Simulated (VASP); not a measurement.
# RuW2 (P4/nmm) in VASP: notebook

Runs on RuW2. Level: PBE. Tasks: relaxation of shape and atoms at fixed volume, relaxation of cell and atoms.

All numbers are computed with VASP 6.6.1; they aren't measurements. Logs are shortened: lines on timing, memory, paths and dates and some standing lists are left out, and cuts for length are marked.

**1. The cell of the first run**

The structure is tetragonal, space group P4/nmm (No. 129). Conventional cell: a = 3.155 Å, b = 3.155 Å, c = 9.152 Å, α = 90.00°, β = 90.00°, γ = 90.00°. Ru (site symmetry 4mm) has 6 W at 2.55 to 3.07 Å and 8 Ru at 2.89 to 3.16 Å within 3.4 Å. W (site symmetry 4mm) has 13 W at 2.70 to 3.18 Å and 1 Ru at 2.90 Å within 3.6 Å. W (site symmetry 4mm) has 5 Ru at 2.55 to 3.07 Å and 9 W at 2.78 to 3.18 Å within 3.4 Å.

**2. Relaxation of shape and atoms at fixed volume, PBE (15.19 Å³/atom)**

INCAR reads:

```
ALGO     = Fast           # electronic algorithm
EDIFF    = 1E-6           # SCF threshold, eV
EDIFFG   = -0.01          # ionic threshold
ENCUT    = 600            # plane-wave cutoff, eV
GGA      = PE             # functional
IBRION   = 2              # ionic algorithm
ISIF     = 4              # what is computed and relaxed
ISMEAR   = 0              # smearing method
LASPH    = T              # aspherical terms in the spheres
LCHARG   = F              # write CHGCAR
LREAL    = F              # projectors in reciprocal space
LWAVE    = F              # write WAVECAR
NELM     = 60             # most SCF steps
NSW      = 50             # ionic steps
PREC     = Accurate       # precision mode
SIGMA    = 0.1            # smearing width, eV
```

KPOINTS reads:

```
k-points
0
Gamma
  10 10 4
```

POSCAR reads:

```
RuW2
1.0
    3.1554890818      0.0000000000      0.0000000000
    0.0000000000      3.1554890818      0.0000000000
    0.0000000000      0.0000000000      9.1516367744
Ru W
2 4
Direct
    0.0000000000      0.5000000000      0.8998229518
    0.5000000000      0.0000000000      0.1001770482
    0.0000000000      0.5000000000      0.5827375619
    0.5000000000      0.0000000000      0.4172624381
    0.5000000000      0.0000000000      0.7643745183
    0.0000000000      0.5000000000      0.2356254817
```

Potentials or basis: VASP PAW PBE potentials, release 64 (Ru_pv, W_sv).

Launch:

```console
$ cat potpaw_PBE.64/Ru_pv/POTCAR potpaw_PBE.64/W_sv/POTCAR > POTCAR
$ mpirun -np 1 vasp_std > vasp.out
```

OUTCAR:

```text
EDIFF = 1E-6
   EDIFFG = -0.01
   ENCUT = 600
   GGA = PE
   IBRION = 2
   ISIF = 4
   ISMEAR = 0
   LASPH = T
   LREAL = F
   NELM = 60
   NSW = 50
   PREC = Accurate

 ion  position               nearest neighbor table
   1  0.000  0.500  0.900-   5 2.55   5 2.55   5 2.55   5 2.55   2 2.89   2 2.89   2 2.89   2 2.89
                             3 2.90   6 3.07
   2  0.500  0.000  0.100-   6 2.55   6 2.55   6 2.55   6 2.55   1 2.89   1 2.89   1 2.89   1 2.89
                             4 2.90   5 3.07
   3  0.000  0.500  0.583-   4 2.70   4 2.70   4 2.70   4 2.70   5 2.78   5 2.78   5 2.78   5 2.78
                             1 2.90   6 3.18
   4  0.500  0.000  0.417-   3 2.70   3 2.70   3 2.70   3 2.70   6 2.78   6 2.78   6 2.78   6 2.78
                             2 2.90   5 3.18
   5  0.500  0.000  0.764-   1 2.55   1 2.55   1 2.55   1 2.55   3 2.78   3 2.78   3 2.78   3 2.78
                             2 3.07   4 3.18
   6  0.000  0.500  0.236-   2 2.55   2 2.55   2 2.55   2 2.55   4 2.78   4 2.78   4 2.78   4 2.78
                             1 3.07   3 3.18

  LATTYP: Found a simple tetragonal cell.
 ALAT       =     3.1554890818
 C/A-ratio  =     2.9002276786

  Lattice vectors:

 A1 = (   3.1554890818,   0.0000000000,   0.0000000000)
 A2 = (   0.0000000000,   3.1554890818,   0.0000000000)
 A3 = (   0.0000000000,   0.0000000000,   9.1516367744)

Analysis of symmetry for initial positions (statically):
=====================================================================
 Subroutine PRICEL returns:
 Original cell was already a primitive cell.

 Routine SETGRP: Setting up the symmetry group for a
 simple tetragonal supercell.

 Subroutine GETGRP returns: Found 16 space group operations
 (whereof  8 operations were pure point group operations)
 out of a pool of 16 trial point group operations.

The static configuration has the point symmetry D_2d.
 The point group associated with its full space group is D_4h.

Analysis of symmetry for dynamics (positions and initial velocities):
=====================================================================
 Subroutine PRICEL returns:
 Original cell was already a primitive cell.

 Routine SETGRP: Setting up the symmetry group for a
 simple tetragonal supercell.

 Subroutine GETGRP returns: Found 16 space group operations
 (whereof  8 operations were pure point group operations)
 out of a pool of 16 trial point group operations.

The dynamic configuration has the point symmetry D_2d.
 The point group associated with its full space group is D_4h.

 Subroutine INISYM returns: Found 16 space group operations
 (whereof  8 operations are pure point group operations),
 and found     1 'primitive' translations

----------------------------------------------------------------------------------------

                                     Primitive cell

  volume of cell :      91.1239

  direct lattice vectors                    reciprocal lattice vectors
     3.155489082  0.000000000  0.000000000     0.316908084  0.000000000  0.000000000
     0.000000000  3.155489082  0.000000000     0.000000000  0.316908084  0.000000000
     0.000000000  0.000000000  9.151636774     0.000000000  0.000000000  0.109270071

  length of vectors
     3.155489082  3.155489082  9.151636774     0.316908084  0.316908084  0.109270071

  position of ions in fractional coordinates (direct lattice)
     0.000000000  0.500000000  0.899822952
     0.500000000  0.000000000  0.100177048
     0.000000000  0.500000000  0.582737562
     0.500000000  0.000000000  0.417262438
     0.500000000  0.000000000  0.764374518
     0.000000000  0.500000000  0.235625482

  ion indices of the primitive-cell ions
   primitive index   ion index
                 1           1
                 2           2
                 3           3
                 4           4
                 5           5
                 6           6

----------------------------------------------------------------------------------------

 KPOINTS: k-points

Automatic generation of k-mesh.
 Grid dimensions read from file:
 generate k-points for:   10   10    4

 Generating k-lattice:

  Cartesian coordinates                     Fractional coordinates (reciprocal lattice)
     0.031690808  0.000000000  0.000000000     0.100000000  0.000000000  0.000000000
     0.000000000  0.031690808  0.000000000     0.000000000  0.100000000  0.000000000
     0.000000000  0.000000000  0.027317518     0.000000000  0.000000000  0.250000000

  Length of vectors
     0.031690808  0.031690808  0.027317518

  Shift w.r.t. Gamma in fractional coordinates (k-lattice)
     0.000000000  0.000000000  0.000000000

 Subroutine IBZKPT returns following result:
 ===========================================

 Found     63 irreducible k-points:

 Following reciprocal coordinates:
            Coordinates               Weight
  0.000000  0.000000  0.000000      1.000000
  0.100000  0.000000  0.000000      4.000000
  0.200000  0.000000  0.000000      4.000000
  0.300000  0.000000  0.000000      4.000000
  0.400000  0.000000  0.000000      4.000000
  0.500000  0.000000  0.000000      2.000000
[... 16 lines left out ...]
  0.100000  0.000000  0.250000      8.000000
  0.200000  0.000000  0.250000      8.000000
 [... further k-points ...]
   k-points           NKPTS =     63   k-points in BZ     NKDIM =     63   number of bands    NBANDS=     50
   number of dos      NEDOS =    301   number of ions     NIONS =      6
   total plane-waves  NPLWV =  62720
   dimension x,y,z NGX =    28 NGY =   28 NGZ =   80
   dimension x,y,z NGXF=    56 NGYF=   56 NGZF=  160
   ions per type =               2   4
   NGX,Y,Z   is equivalent  to a cutoff of  14.75, 14.75, 14.53 a.u.
   NGXF,Y,Z  is equivalent  to a cutoff of  29.50, 29.50, 29.07 a.u.
 SYSTEM =  unknown system
   PREC   = accura    normal or accurate (medium, high low for compatibility)
   ISTART =      0    job   : 0-new  1-cont  2-samecut
   ICHARG =      2    charge: 1-file 2-atom 10-const
   ISPIN  =      1    spin polarized calculation?
   LNONCOLLINEAR =      F non collinear calculations
   LSORBIT =      F    spin-orbit coupling
   LASPH  =      T    aspherical Exc in radial PAW
   ENCUT  =  600.0 eV  44.10 Ry    6.64 a.u.   6.30  6.30 18.28*2*pi/ulx,y,z
   NELM   =     60;   NELMIN=  2; NELMDL= -5     # of ELM steps
   EDIFF  = 0.1E-05   stopping-criterion for ELM
   LREAL  =      F    real-space projection
   EDIFFG = -.1E-01   stopping-criterion for IOM
   NSW    =     50    number of steps for IOM
   IBRION =      2    ionic relax: 0-MD 1-quasi-New 2-CG
   NFREE  =      1    steps in history (QN), initial steepest desc. (CG)
   ISIF   =      4    stress and relaxation
   ISYM   =      2    0-nonsym 1-usesym 2-fastsym
   POTIM  = 0.5000    time-step for ionic-motion
   TEBEG  =    0.0;   TEEND  =   0.0 temperature during run
   PSTRESS=    0.0 pullay stress
   NELECT =      84.0000    total number of electrons
   NUPDOWN=      -1.0000    fix difference up-down
   EMIN   =  10.00;   EMAX   =-10.00  energy-range for DOS
   EFERMI =   0.00;   METHOD = LEGACY
   ISMEAR =     0;   SIGMA  =   0.10  broadening in eV -4-tet -1-fermi 0-gaus
   EFERMI_NEDOS =   21; number of points for ismear=-14 and -15
   IALGO  =     68    algorithm
   IMIX   =      4    mixing-type and parameters
     AMIX     =   0.40;   BMIX     =  1.00
     AMIX_MAG =   1.60;   BMIX_MAG =  1.00
  volume/ion in A,a.u.               =      15.19       102.49
  Fermi-wavevector in a.u.,A,eV,Ry     =   1.593274  3.010852 34.538702  2.538523
  Thomas-Fermi vector in A             =   2.691530
   LORBIT       =      0    0 simple, 1 ext, 2 COOP (PROOUT), +10 PAW based schemes
   GGA     = PE    functional components
   LHFCALC =     F    Hartree Fock is set to
   AEXX    =    0.0000 exact exchange contribution
   IVDW    =     0    specifies the selected vdW correction
   LEPSILON=     F    determine dielectric tensor
   LRPA    =     F    only Hartree local field effects (RPA)
 conjugate gradient relaxation of ions
 non-spin polarized calculation
 RMM-DIIS sequential band-by-band and
 Gauss-broadening in eV      SIGMA  =   0.10
  energy-cutoff  :      600.00
  volume of cell :       91.12
 maximum number of plane-waves:      3068
 NGX is ok and might be reduce to    28
   NGX = 13   NGY = 13   NGZ = 37

--------------------------------------- Ionic step        1  -------------------------------------------

 number of electron      84.0000001 magnetization

 Free energy of the ion-electron system (eV)
  ---------------------------------------------------
  ext. energy  EPLUGINS =         0.00000000
  ---------------------------------------------------
  free energy    TOTEN  =       -69.47764814 eV

  energy without entropy =      -69.45663105  energy(sigma->0) =      -69.46713960

------------------------ aborting loop because EDIFF is reached ----------------------------------------

  FORCE on cell =-STRESS in cart. coord.  units (eV):
  Direction    XX          YY          ZZ          XY          YZ          ZX
  --------------------------------------------------------------------------------------
  -------------------------------------------------------------------------------------
  Total        5.9142575      5.9142575      5.5542317      0.0000000      0.0000000      0.0000000
  in kB      103.9869108    103.9869108     97.6567879      0.0000000      0.0000000      0.0000000
  external PRESSURE =     101.8768698 kB  Pullay stress =       0.0000000 kB
[... 225 lines left out ...]
  energy  without entropy=      -69.4638859457  energy(sigma->0) =      -69.47573546

--------------------------------------- Ionic step        7  -------------------------------------------

 number of electron      83.9999998 magnetization

 Free energy of the ion-electron system (eV)
  ---------------------------------------------------
  ext. energy  EPLUGINS =         0.00000000
  ---------------------------------------------------
  free energy    TOTEN  =       -69.48761124 eV

  energy without entropy =      -69.46395865  energy(sigma->0) =      -69.47578495

 E-fermi :  11.7727     XC(G=0): -13.7214

 val. band max:       11.7710454412   @ k =   0.3000   0.1000   0.2500
 cond. band min:      11.7823485443   @ k =   0.2000   0.0000   0.2500
 fundamental gap:      0.0113031032
 Fermi energy:        11.7726970296

 k-point     1 :       0.0000    0.0000    0.0000
  band No.  band energies     occupation
      1     -62.5395      2.00000
      2     -62.5368      2.00000
      3     -62.1950      2.00000
      4     -62.0590      2.00000
      5     -31.1019      2.00000
      6     -31.1019      2.00000
[... 1261 lines left out ...]
     49      13.7609      0.00000
     50      13.8133      0.00000

 [... further k-points ...]
[... 5 lines left out ...]
  --------------------------------------------------------------------------------------
  -------------------------------------------------------------------------------------
  Total        5.2643784      5.2643784      5.2344751      0.0000000      0.0000000      0.0000000
  in kB       92.5604676     92.5604676     92.0346954      0.0000000      0.0000000      0.0000000
  external PRESSURE =      92.3852102 kB  Pullay stress =       0.0000000 kB
[... 21 lines left out ...]
  FREE ENERGIE OF THE ION-ELECTRON SYSTEM (eV)
  ---------------------------------------------------
  free  energy   TOTEN  =       -69.4876112397 eV

  energy  without entropy=      -69.4639586532  energy(sigma->0) =      -69.47578495

 reached required accuracy - stopping structural energy minimisation
```

It took 26 min on 1 thread of Intel Xeon Platinum 8259CL at 2.50GHz (Skylake/Cascade Lake), shared host; peak memory 0.44 GiB.

Results:

```
Free energy                  : -69.4876 eV
Energy gained by relaxing    : 1.7 meV/atom
Ionic steps                  : 7
Pressure after relaxing      : 9.2 GPa
Largest force after relaxing : 0.008 eV/Å
Band gap on the k mesh       : zero (bands 42 and 43 overlap by 0.90 eV)
```

Forces in eV/Å, atoms in the order of the input:
```
Ru   0.000  0.000  0.000
Ru   0.000  0.000  0.000
W    0.000  0.000  0.008
W    0.000  0.000 -0.008
W    0.000  0.000 -0.004
W    0.000  0.000  0.004
```

Step by step:
| step | energy change (eV) | largest force (eV/Å) | pressure (GPa) | volume (Å³) |
| --- | --- | --- | --- | --- |
| 1 | 0.0000 | 0.3599 | 10.19 | 91.12 |
| 2 | -0.0070 | 0.1536 | 9.51 | 91.12 |
| 3 | -0.0070 | 0.1475 | 9.53 | 91.12 |
| 4 | -0.0089 | 0.0822 | 9.40 | 91.12 |
| 5 | -0.0097 | 0.0557 | 9.26 | 91.12 |
| 6 | -0.0099 | 0.0293 | 9.24 | 91.12 |
| 7 | -0.0100 | 0.0085 | 9.24 | 91.12 |

Final structure:
```cif
data_structure
_symmetry_space_group_name_H-M 'P 1'
_symmetry_Int_Tables_number 1
_cell_length_a 3.1649
_cell_length_b 3.1649
_cell_length_c 9.0973
_cell_angle_alpha 90.000
_cell_angle_beta 90.000
_cell_angle_gamma 90.000
_cell_volume 91.12
loop_
_atom_site_label
_atom_site_type_symbol
_atom_site_fract_x
_atom_site_fract_y
_atom_site_fract_z
_atom_site_occupancy
Ru1 Ru 0.00000 0.50000 0.90284 1
Ru2 Ru 0.50000 0.00000 0.09716 1
W1 W 0.00000 0.50000 0.58336 1
W2 W 0.50000 0.00000 0.41664 1
W3 W 0.50000 0.00000 0.76551 1
W4 W 0.00000 0.50000 0.23449 1
```

Caveat: spin-orbit coupling is left out, which moves the levels of the heavy elements.

**3. Relaxation of cell and atoms, PBE**

This run uses another cell than the first one, of 15.66 Å³/atom.

INCAR reads:

```
SYSTEM = RuW2
PREC = Accurate
ENCUT = 600
EDIFF = 1E-6
ISMEAR = 0
SIGMA = 0.1
LREAL = .FALSE.
LASPH = .TRUE.
NELM = 60
ALGO = Fast
ISIF = 3
LWAVE = .FALSE.
LCHARG = .FALSE.
GGA = PE
IBRION = 2
NSW = 100
EDIFFG = -0.01
```

KPOINTS reads:

```
Automatic mesh
0
G
  10 10 4
  0 0 0
```

POSCAR reads:

```
RuW2
1.0
    3.1920399408      0.0000000000      0.0000000000
    0.0000000000      3.1920399408      0.0000000000
    0.0000000000      0.0000000000      9.2213668213
Ru W
2 4
Direct
    0.0000000000      0.5000000000      0.9006516272
    0.5000000000      0.0000000000      0.0993483728
    0.0000000000      0.5000000000      0.5818115919
    0.5000000000      0.0000000000      0.4181884081
    0.5000000000      0.0000000000      0.7653511989
    0.0000000000      0.5000000000      0.2346488011
```

Potentials or basis: VASP PAW PBE potentials, release 64 (Ru_pv, W_sv).

Launch:

```console
$ cat potpaw_PBE.64/Ru_pv/POTCAR potpaw_PBE.64/W_sv/POTCAR > POTCAR
$ mpirun -np 1 vasp_std > vasp.out
```

It took 16 min on 1 thread of Intel Xeon 6975P-C (Granite Rapids), shared host; peak memory 0.45 GiB.

The run converged. Its results:

```yaml
Free_energy: -69.5711 eV
Relaxed_volume: 15.67 Å³/atom
Relaxed_cell: a = 3.190 Å, b = 3.190 Å, c = 9.243 Å, α = 90.00°, β = 90.00°, γ = 90.00°
Space_group_after_relaxing_to_0.1_Å: P4/nmm (No. 129)
Energy_gained_by_relaxing: 0.6 meV/atom
Ionic_steps: 9
Pressure_after_relaxing: 0.1 GPa
Largest_force_after_relaxing: 0.005 eV/Å
Band_gap_on_the_k_mesh: zero (bands 42 and 43 overlap by 0.89 eV)
```

Forces in eV/Å, atoms in the order of the input:
```
Ru   0.000  0.000  0.000
Ru   0.000  0.000  0.000
W    0.000  0.000  0.005
W    0.000  0.000 -0.005
W    0.000  0.000 -0.005
W    0.000  0.000  0.005
```

The path:
```
step  energy change (eV)  largest force (eV/Å)  pressure (GPa)  volume (Å³)
   1              0.0000                0.2773            0.32        93.96
   2             -0.0017                0.1049           -1.12        94.38
   3             -0.0028                0.0415           -0.58        94.22
   4             -0.0013                0.1303            1.24        93.64
   5             -0.0033                0.0311            0.04        94.03
   6             -0.0034                0.0144            0.02        94.03
   7             -0.0035                0.0294            0.00        94.04
   8             -0.0035                0.0130            0.05        94.04
   9             -0.0035                0.0052            0.08        94.04
```

Final structure:
```yaml
crystal:
  lattice:
    - [3.18971, 0.00000, 0.00000]
    - [0.00000, 3.18971, 0.00000]
    - [0.00000, 0.00000, 9.24316]
  atoms:
    - { symbol: Ru, position: [0.00000, 0.50000, 0.90021] }
    - { symbol: Ru, position: [0.50000, 0.00000, 0.09979] }
    - { symbol: W, position: [0.00000, 0.50000, 0.58279] }
    - { symbol: W, position: [0.50000, 0.00000, 0.41721] }
    - { symbol: W, position: [0.50000, 0.00000, 0.76450] }
    - { symbol: W, position: [0.00000, 0.50000, 0.23550] }
```

Levels at points of the mesh, in eV from the Fermi level:
```
           k point  band 39  band 40  band 41  band 42  band 43  band 44  band 45  band 46
(0.00, 0.00, 0.00)    -1.11    -1.11    -0.38    -0.38    -0.33    -0.28    -0.19     0.63
(0.50, 0.00, 0.00)    -1.12    -1.12    -0.17    -0.17     0.51     0.51     1.01     1.01
(0.50, 0.50, 0.00)    -0.25    -0.25     0.05     0.05     0.64     0.64     1.93     1.93
(0.00, 0.00, 0.50)    -1.11    -1.11    -0.84    -0.84    -0.30    -0.12     0.66     1.51
(0.50, 0.00, 0.50)    -0.42    -0.42     0.56     0.56     0.92     0.92     1.13     1.13
(0.50, 0.50, 0.50)    -0.34    -0.34    -0.24    -0.24     0.05     0.05     1.85     1.85
```

Caveat: spin-orbit coupling is left out, which moves the levels of the heavy elements.
